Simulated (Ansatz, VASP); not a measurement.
# TiAl in VASP and in Ansatz

INCAR

```
SYSTEM = TiAl
PREC = Accurate
ENCUT = 520
EDIFF = 1E-7
ISMEAR = 0
SIGMA = 0.15
LREAL = .False.
LASPH = .True.
NELM = 80
ALGO = Fast
ISIF = 2
LWAVE = .False.
LCHARG = .True.
LELF = .True.
LVHAR = .True.
NBANDS = 14
```

The input KPOINTS:

```
regular mesh
0
Gamma
  14 14 14
  0 0 0
```

Contents of POSCAR:

```
TiAl
1.0
    2.8663491144      0.0000000000      0.0000000000
    0.0000000000      3.0381738569      0.0000000000
    0.0000000000      0.0000000000      3.1240862282
Ti Al
1 1
Direct
    0.0000000000      0.0000000000      0.0000000000
    0.5000000000      0.5000000000      0.5000000000
```

Input for Ansatz:

```yaml
crystal:
  lattice:
    - [2.8663491144, 0.0, 0.0]
    - [0.0, 3.0381738569, 0.0]
    - [0.0, 0.0, 3.1240862282]
  atoms:
    - { symbol: Ti, position: [0.0, 0.0, 0.0] }
    - { symbol: Al, position: [0.5, 0.5, 0.5] }
basis:
  ecutwfc: 520.0
kpoints:
  mp_grid: { grid: [14, 14, 14] }
hamiltonian:
  xc: lda
  pseudopotentials: { kind: paw, azcp: { folder: soft_1 } }
scf:
  occupations: { method: gaussian, width: 0.15 }
output:
  forces: true
  stress: true
  eigenvalues: true
```

Change from the starting cell: normal strain along x -0.0825, normal strain along y -0.0275.

Alike in both runs: task single point; functional LDA; k mesh 14 × 14 × 14; occupations gaussian, width 0.15 eV; no spin polarisation.

|  | VASP | Ansatz |
| --- | --- | --- |
| version | VASP 6.6.1 | Ansatz 0.2.0 |
| potentials or method | VASP PAW LDA potentials, release 64 (Ti_sv, Al), cutoff 520 eV | scalar-relativistic, plane waves, PAW |
| valence electrons in the cell | 15 | 15 |

|  | VASP | Ansatz | Ansatz less VASP |
| --- | --- | --- | --- |
| gap on the k mesh at the Fermi level (eV) | none | none | - |
| pressure (GPa) | 18.4 | 18.2 | -0.20 |
| traceless stress, the component that is largest in VASP (GPa) | 2.54 | 2.53 | -0.012 |

Ansatz warns that its potentials were made for another functional, while VASP's fit it. LDA's correlation is that of Perdew and Zunger in VASP and of Perdew and Wang (1992) in Ansatz. A gap of «none» marks a metal or a gap that the smearing closes.
